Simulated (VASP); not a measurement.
# Au (C2/m) in VASP: notebook

Runs on Au. Level: LDA. Tasks: single point.

Everything below comes from runs of VASP 6.6.1. Logs are shortened: lines on timing, memory, paths and dates and some standing lists are left out, and cuts for length are marked.

### Step 1. The cell of the first run

Symmetry: C2/m, No. 12, monoclinic system. Conventional cell: a = 4.566 Å, b = 3.152 Å, c = 2.773 Å, α = 90.00°, β = 119.84°, γ = 90.00°. Within 3.7 Å of Au (site symmetry 2/m) lie 12 Au at 2.77 to 3.15 Å.

### Step 2. Single point, LDA

INCAR reads:

```
PREC = Accurate ; ENCUT = 520
EDIFF = 1E-7 ; ISMEAR = 0
SIGMA = 0.1 ; LREAL = False
LASPH = True ; NELM = 80
ALGO = Fast ; ISIF = 2
LWAVE = False ; LCHARG = True
GGA = CA ; LELF = True
LVHAR = True ; NBANDS = 30
```

KPOINTS reads:

```
regular mesh
0
Gamma
  7 7 16
```

POSCAR reads:

```
Au
1.0
    6.0277463154      0.0002092514     -0.0641310999
   -2.7318960858      5.3731247392      0.0641310999
   -1.4829172000      0.9095792301      2.1591283949
Au
4
Direct
    0.0000000000      0.5000000000      0.0000000000
    0.5000000000      0.5000000000      0.0000000000
    0.0000000000      0.0000000000      0.0000000000
    0.5000000000      0.0000000000      0.0000000000
```

Potentials or basis: VASP PAW LDA potentials, release 64 (Au).

The run is started by

```
$ cat potpaw_LDA.64/Au/POTCAR > POTCAR
$ mpirun -np 1 vasp_std > vasp.out
```

OUTCAR:

```text
PREC = Accurate
   ENCUT = 520
   EDIFF = 1E-7
   ISMEAR = 0
   LREAL = False
   LASPH = True
   NELM = 80
   ISIF = 2
   GGA = CA

 ion  position               nearest neighbor table
   1  0.000  0.500  0.000-   3 2.77   3 2.77   2 2.77   2 2.77   2 3.01   2 3.01   3 3.01   3 3.01
                             4 3.15   4 3.15
   2  0.500  0.500  0.000-   4 2.77   4 2.77   1 2.77   1 2.77   1 3.01   1 3.01   4 3.01   4 3.01
                             3 3.15   3 3.15
   3  0.000  0.000  0.000-   1 2.77   1 2.77   4 2.77   4 2.77   4 3.01   4 3.01   1 3.01   1 3.01
                             2 3.15   2 3.15
   4  0.500  0.000  0.000-   2 2.77   2 2.77   3 2.77   3 2.77   3 3.01   3 3.01   2 3.01   2 3.01
                             1 3.15   1 3.15
[... 9 lines left out ...]
 A1 = (   1.2489788858,  -4.4635455091,   2.0949972950)
 A2 = (   4.5448291154,   0.9097884815,   2.0949972950)
 A3 = (  -1.4829172000,   0.9095792301,   2.1591283949)

Analysis of symmetry for initial positions (statically):
=====================================================================
 Subroutine PRICEL returns following result:

  LATTYP: Found a base centered monoclinic cell.
 ALAT       =     4.5660871767
 B/A-ratio  =     0.6902625475
 C/A-ratio  =     0.6072513806
 COS(beta)  =    -0.4975643174

  Lattice vectors:

 A1 = (   0.1169691571,   1.7769831395,  -2.1270628450)
 A2 = (  -1.5309559577,  -0.9096838558,  -2.1270628450)
 A3 = (  -1.4829172000,   0.9095792301,   2.1591283949)

   4 primitive cells build up your supercell.

 Routine SETGRP: Setting up the symmetry group for a
 base centered monoclinic supercell.

 Subroutine GETGRP returns: Found  4 space group operations
 (whereof  4 operations were pure point group operations)
 out of a pool of  4 trial point group operations.

The static configuration has the point symmetry C_2h.

Analysis of symmetry for dynamics (positions and initial velocities):
=====================================================================
 Subroutine PRICEL returns following result:

  LATTYP: Found a base centered monoclinic cell.
 ALAT       =     4.5660871767
 B/A-ratio  =     0.6902625475
 C/A-ratio  =     0.6072513806
 COS(beta)  =    -0.4975643174

  Lattice vectors:

[... 101 lines left out ...]
 SYSTEM =  unknown system
   PREC   = accura    normal or accurate (medium, high low for compatibility)
   ISTART =      0    job   : 0-new  1-cont  2-samecut
   ICHARG =      2    charge: 1-file 2-atom 10-const
   ISPIN  =      1    spin polarized calculation?
   LNONCOLLINEAR =      F non collinear calculations
   LSORBIT =      F    spin-orbit coupling
   LASPH  =      T    aspherical Exc in radial PAW
   ENCUT  =  520.0 eV  38.22 Ry    6.18 a.u.  11.21 11.21  5.16*2*pi/ulx,y,z
   NELM   =     80;   NELMIN=  2; NELMDL= -5     # of ELM steps
   EDIFF  = 0.1E-06   stopping-criterion for ELM
   LREAL  =      F    real-space projection
   EDIFFG = 0.1E-05   stopping-criterion for IOM
   NSW    =      0    number of steps for IOM
   IBRION =     -1    ionic relax: 0-MD 1-quasi-New 2-CG
   NFREE  =      0    steps in history (QN), initial steepest desc. (CG)
   ISIF   =      2    stress and relaxation
   ISYM   =      2    0-nonsym 1-usesym 2-fastsym
   POTIM  = 0.5000    time-step for ionic-motion
   TEBEG  =    0.0;   TEEND  =   0.0 temperature during run
   PSTRESS=    0.0 pullay stress
   NELECT =      44.0000    total number of electrons
   NUPDOWN=      -1.0000    fix difference up-down
   EMIN   =  10.00;   EMAX   =-10.00  energy-range for DOS
   EFERMI =   0.00;   METHOD = LEGACY
   ISMEAR =     0;   SIGMA  =   0.10  broadening in eV -4-tet -1-fermi 0-gaus
   EFERMI_NEDOS =   21; number of points for ismear=-14 and -15
   IALGO  =     68    algorithm
   IMIX   =      4    mixing-type and parameters
     AMIX     =   0.40;   BMIX     =  1.00
     AMIX_MAG =   1.60;   BMIX_MAG =  1.00
  volume/ion in A,a.u.               =      17.31       116.79
  Fermi-wavevector in a.u.,A,eV,Ry     =   1.407558  2.659899 26.956123  1.981219
  Thomas-Fermi vector in A             =   2.529805
   LORBIT       =      0    0 simple, 1 ext, 2 COOP (PROOUT), +10 PAW based schemes
   GGA     = CA    functional components
   LHFCALC =     F    Hartree Fock is set to
   AEXX    =    0.0000 exact exchange contribution
   IVDW    =     0    specifies the selected vdW correction
   LEPSILON=     F    determine dielectric tensor
   LRPA    =     F    only Hartree local field effects (RPA)
 non-spin polarized calculation
 RMM-DIIS sequential band-by-band and
 Gauss-broadening in eV      SIGMA  =   0.10
  energy-cutoff  :      520.00
  volume of cell :       69.23
 maximum number of plane-waves:      1888
 NGX is ok and might be reduce to    48
   NGX = 23   NGY = 23   NGZ = 11

 number of electron      44.0000002 magnetization

 Free energy of the ion-electron system (eV)
  ---------------------------------------------------
  ext. energy  EPLUGINS =         0.00000000
  ---------------------------------------------------
  free energy    TOTEN  =       -17.59667052 eV

  energy without entropy =      -17.59218609  energy(sigma->0) =      -17.59442831

 E-fermi :   8.9810     XC(G=0): -12.8756

 val. band max:        8.9803517941   @ k =  -0.4286   0.0000   0.1875
 cond. band min:       9.0035750976   @ k =  -0.2857   0.2857   0.1250
 fundamental gap:      0.0232233035
 Fermi energy:         8.9810068649

 k-point     1 :       0.0000    0.0000    0.0000
  band No.  band energies     occupation
      1      -0.7389      2.00000
      2       1.6037      2.00000
      3       1.6037      2.00000
      4       2.0080      2.00000
      5       2.3353      2.00000
      6       3.5032      2.00000
[... 781 lines left out ...]
     29      21.0877      0.00000
     30      23.1599      0.00000

 [... further k-points ...]
[... 5 lines left out ...]
  --------------------------------------------------------------------------------------
  -------------------------------------------------------------------------------------
  Total       -2.6458653     -2.3513549      0.3248563      0.2895983     -0.0174921      0.0285181
  in kB      -61.2350277    -54.4189773      7.5183673      6.7023673     -0.4048321      0.6600127
  external PRESSURE =     -36.0452126 kB  Pullay stress =       0.0000000 kB

 VOLUME and BASIS-vectors are now :
 -----------------------------------------------------------------------------
  energy-cutoff  :      520.00
  volume of cell :       69.23
      direct lattice vectors                 reciprocal lattice vectors
     6.027746315  0.000209251 -0.064131100     0.166739239  0.083831089  0.079203010
    -2.731896086  5.373124739  0.064131100    -0.000849145  0.186625037 -0.079203010
    -1.482917200  0.909579230  2.159128395     0.004977762 -0.003053218  0.467854878

 POSITION                                       TOTAL-FORCE (eV/Angst)
 -----------------------------------------------------------------------------------
     -1.36595      2.68656      0.03207         0.000000     -0.000000      0.000000
      1.64793      2.68667      0.00000        -0.000000      0.000000      0.000000
      0.00000      0.00000      0.00000         0.000000     -0.000000     -0.000000
      3.01387      0.00010     -0.03207        -0.000000      0.000000     -0.000000
 -----------------------------------------------------------------------------------
    total drift:                               -0.000000      0.000000      0.000000

  FREE ENERGIE OF THE ION-ELECTRON SYSTEM (eV)
  ---------------------------------------------------
  free  energy   TOTEN  =       -17.5966705230 eV

  energy  without entropy=      -17.5921860922  energy(sigma->0) =      -17.59442831
```

stdout:

```text
POSCAR found type information on POSCAR Au
 POSCAR found :  1 types and       4 ions
 scaLAPACK will be used
 LDA part: xc-table for (Slater(with rela. corr.)+CA(PZ))
 , standard interpolation
 POSCAR, INCAR and KPOINTS ok, starting setup
 FFT: planning ... GRIDC
 FFT: planning ... GRID_SOFT
 FFT: planning ... GRID
 WAVECAR not read
 entering main loop
```

It took 11 min on 1 thread of Intel Xeon 8259CL, shared host; peak memory 0.45 GiB.

Results:

```
Free energy            : -17.5967 eV
Pressure               : -3.6 GPa
Band gap on the k mesh : zero (bands 22 and 23 overlap by 4.92 eV)
```

Levels at points of the mesh, in eV from the Fermi level:
| k point | band 18 | band 19 | band 20 | band 21 | band 22 | band 23 | band 24 | band 25 | band 26 | band 27 |
| --- | --- | --- | --- | --- | --- | --- | --- | --- | --- | --- |
| (0.00, 0.00, 0.00) | -1.83 | -1.83 | -1.78 | -1.27 | -1.27 | -1.23 | 1.70 | 2.49 | 2.49 | 6.55 |
| (0.00, 0.00, 0.50) | -1.49 | -1.28 | -1.28 | -1.03 | 0.46 | 0.92 | 0.92 | 2.86 | 5.23 | 5.61 |

Caveat: the cell stands under tension; spin-orbit coupling is left out, which moves the levels of the heavy elements.

### Step 3. Single point, LDA

This run uses another cell than the first one, of 17.49 Å³/atom.

INCAR reads:

```
  ALGO = Fast
  EDIFF = 1E-6
  ENCUT = 520
  ISIF = 2
  ISMEAR = 0
  LASPH = True
  LCHARG = False
  LREAL = False
  LWAVE = False
  NBANDS = 30
  NELM = 100
  PREC = Accurate
  SIGMA = 0.1
```

KPOINTS reads:

```
k-points
0
Gamma
  7 7 16
```

POSCAR reads:

```
Au
1.0
    6.0280874649      0.0000000000      0.0000000000
   -2.7322372353      5.3733339906      0.0000000000
   -1.4600541167      0.8955556651      2.1597346581
Au
4
Direct
    0.0000000000      0.5000000000      0.0000000000
    0.5000000000      0.5000000000      0.0000000000
    0.0000000000      0.0000000000      0.0000000000
    0.5000000000      0.0000000000      0.0000000000
```

Potentials or basis: VASP PAW LDA potentials, release 64 (Au).

The run is started by

```
$ cat potpaw_LDA.64/Au/POTCAR > POTCAR
$ mpirun -np 1 vasp_std > vasp.out
```

Wall time 9.8 min (1 thread of Intel Xeon 8259CL, shared host); peak memory 0.45 GiB.

The run converged. Its results:

```
Free energy            : -17.5862 eV
Pressure               : -5.5 GPa
Band gap on the k mesh : zero (bands 22 and 23 overlap by 4.94 eV)
```

Stress tensor (GPa, compression positive):
```
-7.40 -0.07 -1.38
-0.07 -7.47  0.85
-1.38  0.85 -1.51
```

Levels at points of the mesh, in eV from the Fermi level:
```
           k point  band 20  band 21  band 22  band 23  band 24  band 25
(0.00, 0.00, 0.00)    -1.70    -1.29    -1.21    -1.21     1.52     2.37
(0.00, 0.00, 0.50)    -1.26    -0.84     0.42     1.06     1.06     3.07
```

Caveat: the cell stands under tension; spin-orbit coupling is left out, which moves the levels of the heavy elements.
